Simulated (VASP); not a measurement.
# H6C2O in VASP: a series of runs, part 2 of 2

VASP 6.6.1. Earlier steps stand in the parts before.

## (3) Single point, PBE

INCAR reads:

```
ALGO = Normal
EDIFF = 1E-6
ENCUT = 520
GGA = PE
ISIF = 2
ISMEAR = -1
LASPH = True
LCHARG = True
LELF = True
LREAL = Auto
LVHAR = True
LWAVE = False
NBANDS = 64
NELM = 100
PREC = Accurate
SIGMA = 0.05
```

KPOINTS reads:

```
k-points
0
Gamma
  1 1 1
```

POSCAR reads:

```
H6C2O
1.0
    7.2936330000      0.0000000000      0.0000000000
    0.0000000000      7.2936330000      0.0000000000
    0.0000000000      0.0000000000      7.2936330000
C O H
8 4 24
Direct
    0.8419809442      0.7738393199      0.5901037247
    0.8890905259      0.9300851853      0.4537793443
    0.3844311881      0.7130739921      0.0123669507
    0.2291313533      0.8599692362      0.0439698570
    0.4746468598      0.4621153820      0.4512291748
    0.2868529305      0.4227248615      0.5276794157
    0.6193484098      0.2855504246      0.9054061261
    0.8085133979      0.3429155265      0.9757825764
    0.7449373995      0.9482242937      0.3272580345
    0.0721999585      0.7988748543     -0.0550891442
    0.2455840594      0.2294192757      0.5064005825
    0.8968918507      0.1827210116      1.0623375210
    0.7754983011      1.0510262855      0.2429242053
    0.8958772672      1.0648602692      0.5312441687
    1.0343130783      0.9001823920      0.3921502494
    0.9701886563      0.7080833379      0.6295902193
    0.7638305903      0.8116119909      0.7182703051
    0.7741683740      0.6624270785      0.5185892956
   -0.0200037485      0.8908454813     -0.0315617745
    0.1937580353      0.8914350366      0.1873826117
    0.2792983963      0.9882180801     -0.0110918660
    0.5206870156      0.7569341644      0.0632058125
    0.3353335711      0.5889383247      0.0697594738
    0.3911219553      0.7136361262     -0.1394092628
    0.1787997833      0.1986801365      0.6176757180
    0.2693033773      0.4633767561      0.6724495186
    0.1906731529      0.4977080695      0.4344885464
    0.4897010859      0.6115196638      0.4275235675
    0.5845783576      0.4228756780      0.5419795594
    0.4896599541      0.3975933530      0.3185106791
    1.0117728709      0.2239213297      1.1089535215
    0.8871024906      0.4021864001      0.8582554126
    0.7975175060      0.4466087065      1.0770078505
    0.5582814490      0.4052301507      0.8359619959
    0.6291377699      0.1768940115      0.7952963907
    0.5355630041      0.2495464195      1.0276360217
```

Potentials or basis: VASP PAW PBE potentials, release 64 (C, O, H).

On the command line:

```console
> cat potpaw_PBE.64/C/POTCAR potpaw_PBE.64/O/POTCAR potpaw_PBE.64/H/POTCAR > POTCAR
> mpirun -np 1 vasp_gam > vasp.out
```

Run time: 56 s. Hardware: 1 thread of Intel Xeon 6975P-C (Granite Rapids), shared host; peak memory 0.34 GiB.

The run converged. Its results:

* Free energy: -187.2172 eV
* Pressure: -0.1 GPa
* Largest force: 2.740 eV/Å
* Band gap on the k mesh: 4.32 eV

Forces in eV/Å, atoms in the order of the input:
```
C    0.422  0.256  0.083
C    0.702  0.162  1.322
C   -0.689  2.576 -0.632
C    1.089 -0.718  0.116
C   -0.118  1.039  0.151
C   -0.377 -0.039 -1.043
C    0.460 -0.047 -0.066
C   -0.139 -1.074 -1.317
O   -0.141  0.168 -1.028
O    0.259 -0.206  0.107
O    0.010  0.128  0.552
O   -0.994  0.204 -0.993
H   -0.045 -0.457  0.236
H    0.456 -0.677 -0.218
H   -1.608  0.397  0.375
H    0.283  0.164  0.547
H    0.369 -0.070 -0.983
H   -0.584 -0.008 -0.309
H   -0.559  0.281 -0.057
H    0.188 -0.445  0.190
H    0.245  0.752 -0.434
H   -0.481 -0.187  0.217
H   -0.030 -1.296  0.294
H    0.141 -0.594  0.267
H   -0.078 -0.411 -0.218
H    0.009  0.185 -0.265
H   -0.078  0.049  0.695
H   -0.062 -0.213  0.067
H    0.432 -0.411  0.235
H    0.101 -0.360 -0.359
H    0.991  0.268  0.512
H    0.201 -0.475  0.462
H   -0.172  1.052  0.925
H   -0.039 -0.081  0.292
H   -0.142  0.368  0.997
H   -0.022 -0.280 -0.721
```

Stress tensor (GPa, compression positive):
```
 0.30  0.88  1.22
 0.88  0.13  0.14
 1.22  0.14 -0.73
```

Levels at points of the mesh, in eV from the valence-band top:
| k point | band 36 | band 37 | band 38 | band 39 | band 40 | band 41 | band 42 | band 43 | band 44 | band 45 |
| --- | --- | --- | --- | --- | --- | --- | --- | --- | --- | --- |
| (0.00, 0.00, 0.00) | -1.79 | -1.27 | -0.57 | -0.42 | 0.00 | 4.32 | 5.70 | 5.95 | 6.11 | 6.43 |

Caveat: the k points lie up to 0.86 Å⁻¹ apart.

## (4) Single point, PBE

INCAR reads:

```
SYSTEM = H6C2O
PREC = Accurate
ENCUT = 520
EDIFF = 1E-6
ISMEAR = -1
SIGMA = 0.05
LREAL = Auto
LASPH = .True.
NELM = 80
ALGO = Normal
ISIF = 2
LWAVE = .False.
LCHARG = .False.
GGA = PE
NBANDS = 64
```

KPOINTS reads:

```
regular mesh
0
Gamma
  1 1 1
  0 0 0
```

POSCAR reads:

```
H6C2O
1.0
    7.2936330000      0.0000000000      0.0000000000
    0.0000000000      7.2936330000      0.0000000000
    0.0000000000      0.0000000000      7.2936330000
C O H
8 4 24
Direct
    0.8433657136      0.7702608563      0.5678240186
    0.8855669047      0.9189658981      0.4176108121
    0.3840061599      0.7169129568      0.0105023107
    0.2545644948      0.8720756857      0.0251177979
    0.4481031607      0.4415632100      0.4626775161
    0.2679323185      0.4099603037      0.5458048136
    0.6164554756      0.2824655422      0.9098346462
    0.8089521367      0.3486465524      0.9696813646
    0.7265103687      0.9429182960      0.2955591541
    0.0915044670      0.8263097417     -0.0795899657
    0.2375222334      0.2206307885      0.5371808535
    0.8961651896      0.1900698870      1.0481881937
    0.7743603222      1.0223848664      0.2021077836
    0.9347879171      1.0565105209      0.4735774339
    1.0026964614      0.8481095772      0.3347714370
    0.9729993269      0.7454035595      0.6555443631
    0.7278540064      0.8016855249      0.6568194479
    0.7962150001      0.6492374925      0.4885493964
   -0.0026187224      0.9228048628     -0.0524978430
    0.2183959626      0.8960006625      0.1744261056
    0.3094616908      0.9980211508     -0.0257621956
    0.5175884227      0.7212866345      0.0828530857
    0.3255990533      0.5888697718      0.0573788125
    0.3929865953      0.7051081402     -0.1461685829
    0.1997084306      0.1674748373      0.6571347914
    0.2539886501      0.4646929726      0.6902732836
    0.1660489361      0.4939925000      0.4758671022
    0.4755928904      0.5917901271      0.4471159983
    0.5623397832      0.3780283434      0.5343838935
    0.4389856194      0.3708028633      0.3303017851
    1.0084411980      0.2307080710      1.1008094320
    0.8820295729      0.4026388495      0.8506734572
    0.8023299226      0.4709038692      1.0541934314
    0.5374824864      0.4064641037      0.8521404902
    0.6298781417      0.1725888868      0.8170413839
    0.5306546134      0.2259642074      1.0234817134
```

On the command line:

```console
> cat potpaw_PBE.64/C/POTCAR potpaw_PBE.64/O/POTCAR potpaw_PBE.64/H/POTCAR > POTCAR
> mpirun -np 1 vasp_gam > vasp.out
```

It took 43 s on 1 thread of Intel Xeon 6975P-C (Granite Rapids), shared host; peak memory 0.34 GiB.

Results (log left out):

```
Free energy            : -186.9237 eV
Pressure               : -0.3 GPa
Largest force          : 2.710 eV/Å
Band gap on the k mesh : 4.33 eV
```

Forces on the atoms (eV/Å):
```
C    0.963  0.454 -0.661
C    0.420 -1.141 -0.061
C    0.691 -0.717 -2.071
C   -1.440  0.004  2.143
C    0.983  1.094 -0.885
C   -0.411  1.017  2.213
C   -0.587  2.361  1.194
C   -1.591 -0.482 -0.921
O    0.667 -0.750  1.526
O   -0.465  0.816  0.481
O   -1.081 -1.757  0.834
O   -0.303  0.096 -0.268
H    0.064  0.746 -0.781
H   -0.354 -1.015 -0.345
H   -0.958  1.126  0.712
H   -1.418  0.059 -0.982
H   -0.169  0.456  0.312
H    0.494 -0.033  0.339
H    0.771 -0.716 -0.241
H    0.047 -0.013 -0.765
H    0.657  0.915 -0.413
H   -0.264  0.701 -0.439
H   -0.632 -0.398  0.195
H    0.746 -0.361  1.201
H    0.236  0.611 -1.013
H    0.361 -0.426 -0.499
H   -0.642 -0.175 -0.596
H   -0.001 -0.628 -0.207
H    0.123 -0.104  0.343
H    0.333  0.330 -0.350
H    1.067  0.164  0.626
H    0.366 -0.382 -0.522
H   -0.075  0.002  1.095
H    0.741 -1.389  0.270
H    0.082 -0.893 -1.410
H    0.579  0.429 -0.058
```

Stress tensor (GPa, compression positive):
```
 0.04  0.84 -1.23
 0.84 -0.66  0.64
-1.23  0.64 -0.39
```

Levels at points of the mesh, in eV from the valence-band top:
```
           k point  band 38  band 39  band 40  band 41  band 42  band 43
(0.00, 0.00, 0.00)    -0.58    -0.55     0.00     4.33     5.80     5.89
```

Caveat: the k points lie up to 0.86 Å⁻¹ apart.
